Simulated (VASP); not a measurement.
# TiO2 (Rutile) in VASP: further runs, part 2 of 2

VASP 6.6.1. The steps go on from the part before.

## (3) Single point, PBE

INCAR

```
SYSTEM = TiO2
PREC = Accurate ; ENCUT = 520
EDIFF = 1E-6 ; ISMEAR = 0
SIGMA = 0.05 ; LREAL = .False.
LASPH = .True. ; NELM = 80
ALGO = Normal ; ISIF = 2
LWAVE = .False. ; LCHARG = .False.
GGA = PE ; NBANDS = 33
```

KPOINTS

```
Automatic mesh
0
Gamma
  4 4 6
  0 0 0
```

POSCAR

```
TiO2
1.0
    4.5922000000     -0.0229610000      0.0000000000
   -0.0229610000      4.5922000000      0.0000000000
    0.0000000000      0.0000000000      2.9574000000
Ti O
2 4
Direct
    0.0000000000      0.0000000000      0.0000000000
    0.5000000000      0.5000000000      0.5000000000
    0.3049600000      0.3049600000      0.0000000000
    0.1950400000      0.8049600000      0.5000000000
    0.6950400000      0.6950400000      0.0000000000
    0.8049600000      0.1950400000      0.5000000000
```

Potentials or basis: VASP PAW PBE potentials, release 64 (Ti_sv, O).

Command:

```bash
> cat potpaw_PBE.64/Ti_sv/POTCAR potpaw_PBE.64/O/POTCAR > POTCAR
> mpirun -np 1 vasp_std > vasp.out
```

OUTCAR:

```text
SYSTEM = TiO2
   PREC = Accurate
   ENCUT = 520
   EDIFF = 1E-6
   ISMEAR = 0
   LREAL = .False.
   LASPH = .True.
   NELM = 80
   ISIF = 2
   GGA = PE

 ion  position               nearest neighbor table
   1  0.000  0.000  0.000-   4 1.95   6 1.95   4 1.95   6 1.95   5 1.97   3 1.97
   2  0.500  0.500  0.500-   3 1.94   5 1.94   3 1.94   5 1.94   4 1.99   6 1.99
   3  0.305  0.305  0.000-   2 1.94   2 1.94   1 1.97
   4  0.195  0.805  0.500-   1 1.95   1 1.95   2 1.99
   5  0.695  0.695  0.000-   2 1.94   2 1.94   1 1.97
   6  0.805  0.195  0.500-   1 1.95   1 1.95   2 1.99

  LATTYP: Found a base centered orthorhombic cell.
 ALAT       =     6.4618797635
 B/A-ratio  =     1.0100502513
 C/A-ratio  =     0.4576686828

  Lattice vectors:

 A1 = (   4.5922000000,  -0.0229610000,   0.0000000000)
 A2 = (  -0.0229610000,   4.5922000000,   0.0000000000)
 A3 = (   0.0000000000,   0.0000000000,   2.9574000000)

Analysis of symmetry for initial positions (statically):
=====================================================================
 Subroutine PRICEL returns:
 Original cell was already a primitive cell.

 Routine SETGRP: Setting up the symmetry group for a
 base centered orthorhombic supercell.

 Subroutine GETGRP returns: Found  8 space group operations
 (whereof  8 operations were pure point group operations)
 out of a pool of  8 trial point group operations.

The static configuration has the point symmetry D_2h.

Analysis of symmetry for dynamics (positions and initial velocities):
=====================================================================
 Subroutine PRICEL returns:
 Original cell was already a primitive cell.

 Routine SETGRP: Setting up the symmetry group for a
 base centered orthorhombic supercell.

 Subroutine GETGRP returns: Found  8 space group operations
[... 125 lines left out ...]
   EFERMI =   0.00;   METHOD = LEGACY
   ISMEAR =     0;   SIGMA  =   0.05  broadening in eV -4-tet -1-fermi 0-gaus
   EFERMI_NEDOS =   21; number of points for ismear=-14 and -15
   IALGO  =     38    algorithm
   IMIX   =      4    mixing-type and parameters
     AMIX     =   0.40;   BMIX     =  1.00
     AMIX_MAG =   1.60;   BMIX_MAG =  1.00
  volume/ion in A,a.u.               =      10.39        70.14
  Fermi-wavevector in a.u.,A,eV,Ry     =   1.500289  2.835135 30.624913  2.250868
  Thomas-Fermi vector in A             =   2.611809
   LORBIT       =      0    0 simple, 1 ext, 2 COOP (PROOUT), +10 PAW based schemes
   GGA     = PE    functional components
   LHFCALC =     F    Hartree Fock is set to
   AEXX    =    0.0000 exact exchange contribution
   IVDW    =     0    specifies the selected vdW correction
   LEPSILON=     F    determine dielectric tensor
   LRPA    =     F    only Hartree local field effects (RPA)
 non-spin polarized calculation
 Gauss-broadening in eV      SIGMA  =   0.05
  energy-cutoff  :      520.00
  volume of cell :       62.36
 maximum number of plane-waves:      1716
 NGX is ok and might be reduce to    36
   NGX = 17   NGY = 17   NGZ = 11

 number of electron      48.0000021 magnetization

 Free energy of the ion-electron system (eV)
  ---------------------------------------------------
  ext. energy  EPLUGINS =         0.00000000
  ---------------------------------------------------
  free energy    TOTEN  =       -53.63661744 eV

  energy without entropy =      -53.63661744  energy(sigma->0) =      -53.63661744

 E-fermi :   5.1216     XC(G=0): -11.4176

 val. band max:        4.8606715710   @ k =   0.0000   0.0000   0.0000
 cond. band min:       6.7308110734   @ k =   0.0000   0.0000   0.0000
 fundamental gap:      1.8701395024
 Fermi energy:         5.1216250852

 k-point     1 :       0.0000    0.0000    0.0000
  band No.  band energies     occupation
      1     -52.0680      2.00000
      2     -52.0239      2.00000
      3     -28.3847      2.00000
      4     -28.3466      2.00000
      5     -28.1969      2.00000
      6     -28.1954      2.00000
[... 853 lines left out ...]
     32       9.8252      0.00000
     33      11.9562      0.00000

 [... further k-points ...]
[... 5 lines left out ...]
  --------------------------------------------------------------------------------------
  -------------------------------------------------------------------------------------
  Total        2.4294819      2.4294819      2.2482748      0.9002503      0.0000000      0.0000000
  in kB       62.4142073     62.4142073     57.7589339     23.1277323      0.0000000      0.0000000
  external PRESSURE =      60.8624495 kB  Pullay stress =       0.0000000 kB

 VOLUME and BASIS-vectors are now :
 -----------------------------------------------------------------------------
  energy-cutoff  :      520.00
  volume of cell :       62.36
      direct lattice vectors                 reciprocal lattice vectors
     4.592200000 -0.022961000  0.000000000     0.217765995  0.001088830  0.000000000
    -0.022961000  4.592200000  0.000000000     0.001088830  0.217765995  0.000000000
     0.000000000  0.000000000  2.957400000     0.000000000  0.000000000  0.338134848

 POSITION                                       TOTAL-FORCE (eV/Angst)
 -----------------------------------------------------------------------------------
      0.00000      0.00000      0.00000        -0.000000     -0.000000     -0.000000
      2.28462      2.28462      1.47870        -0.000000     -0.000000     -0.000000
      1.39344      1.39344      0.00000        -0.074598     -0.074598     -0.000000
      0.87718      3.69206      1.47870         0.100405     -0.100405      0.000000
      3.17580      3.17580      0.00000         0.074598      0.074598     -0.000000
      3.69206      0.87718      1.47870        -0.100405      0.100405     -0.000000
 -----------------------------------------------------------------------------------
    total drift:                                0.000000      0.000000     -0.000000

  FREE ENERGIE OF THE ION-ELECTRON SYSTEM (eV)
  ---------------------------------------------------
  free  energy   TOTEN  =       -53.6366174375 eV

  energy  without entropy=      -53.6366174375  energy(sigma->0) =      -53.63661744
```

stdout:

```text
POSCAR found type information on POSCAR TiO
 POSCAR found :  2 types and       6 ions
 scaLAPACK will be used
 LDA part: xc-table for (Slater+PW92), standard interpolation
 POSCAR, INCAR and KPOINTS ok, starting setup
 FFT: planning ... GRIDC
 FFT: planning ... GRID_SOFT
 FFT: planning ... GRID
 WAVECAR not read
 entering main loop
```

Wall time 44 s (1 thread of AMD EPYC 9R45 (Zen 5), shared host); peak memory 0.16 GiB.

Results:

```
Free energy            : -53.6366 eV
Pressure               : 6.1 GPa
Largest force          : 0.142 eV/Å
Band gap on the k mesh : 1.87 eV, direct
```

Forces on the atoms (eV/Å):
```
Ti   0.000  0.000  0.000
Ti   0.000  0.000  0.000
O   -0.075 -0.075  0.000
O    0.100 -0.100  0.000
O    0.075  0.075  0.000
O   -0.100  0.100  0.000
```

## (4) Single point, PBE

INCAR

```
SYSTEM = TiO2
ALGO = Normal
EDIFF = 1E-6
ENCUT = 520
GGA = PE
ISIF = 2
ISMEAR = 0
LASPH = .True.
LCHARG = .False.
LREAL = .False.
LWAVE = .False.
NBANDS = 33
NELM = 80
PREC = Accurate
SIGMA = 0.05
```

KPOINTS

```
k-points
0
Gamma
  4 4 6
  0 0 0
```

Changes to POSCAR since step 3:

```diff
@@ -2,4 +2,4 @@
 1.0
-    4.5922000000     -0.0229610000      0.0000000000
-   -0.0229610000      4.5922000000      0.0000000000
+    4.5922000000     -0.0153073333      0.0000000000
+   -0.0153073333      4.5922000000      0.0000000000
     0.0000000000      0.0000000000      2.9574000000
```

Command:

```bash
> cat potpaw_PBE.64/Ti_sv/POTCAR potpaw_PBE.64/O/POTCAR > POTCAR
> mpirun -np 1 vasp_std > vasp.out
```

Wall time 43 s (1 thread of AMD EPYC 9R45 (Zen 5), shared host); peak memory 0.16 GiB.

The run converged. Its results:

| Quantity | Value |
| --- | --- |
| Free energy | -53.6392 eV |
| Pressure | 6.1 GPa |
| Largest force | 0.137 eV/Å |
| Band gap on the k mesh | 1.87 eV, direct |

Forces on the atoms (eV/Å):
```
Ti   0.000  0.000  0.000
Ti   0.000  0.000  0.000
O   -0.080 -0.080  0.000
O    0.097 -0.097  0.000
O    0.080  0.080  0.000
O   -0.097  0.097  0.000
```

Stress tensor (GPa, compression positive):
```
6.24 1.54 0.00
1.54 6.24 0.00
0.00 0.00 5.78
```

Levels at points of the mesh, in eV from the valence-band top:
```
           k point  band 22  band 23  band 24  band 25  band 26  band 27
(0.00, 0.00, 0.00)    -0.45    -0.43     0.00     1.87     2.18     2.40
(0.50, 0.00, 0.00)    -1.60    -0.75    -0.74     2.55     2.55     3.00
(0.50, 0.50, 0.00)    -1.27    -1.05    -1.05     1.90     1.92     2.51
(0.00, 0.00, 0.50)    -2.34    -1.46    -1.39     2.94     2.98     3.14
(0.50, 0.00, 0.50)    -2.01    -1.05    -1.02     1.91     1.91     3.16
(0.50, 0.50, 0.50)    -1.24    -0.68    -0.67     2.56     2.62     3.18
```

A k mesh can miss the band edges. As with any semilocal functional, this PBE gap is likely too small.

## (5) The runs side by side

```csv
cell,gap on the mesh (eV),pressure (GPa),largest force (eV/Å)
"a = 4.592, b = 4.592, c = 2.957 Å, 6 atoms",1.87,6.1,0.13
"a = 4.592, b = 4.592, c = 2.957 Å, angles 90.0, 90.0, 90.6°, 6 atoms",1.87,6.1,0.14
"a = 4.592, b = 4.592, c = 2.957 Å, angles 90.0, 90.0, 90.4°, 6 atoms",1.87,6.1,0.14
```

Alike in all rows: task single point; level PBE; potentials or basis VASP PAW PBE potentials, release 64 (Ti_sv, O); no spin polarisation; k mesh 4 × 4 × 6; cutoff (eV) 520; smearing gaussian 0.05 eV.

Total energies depend on the potentials used, so only differences within one code and one set of settings carry meaning.
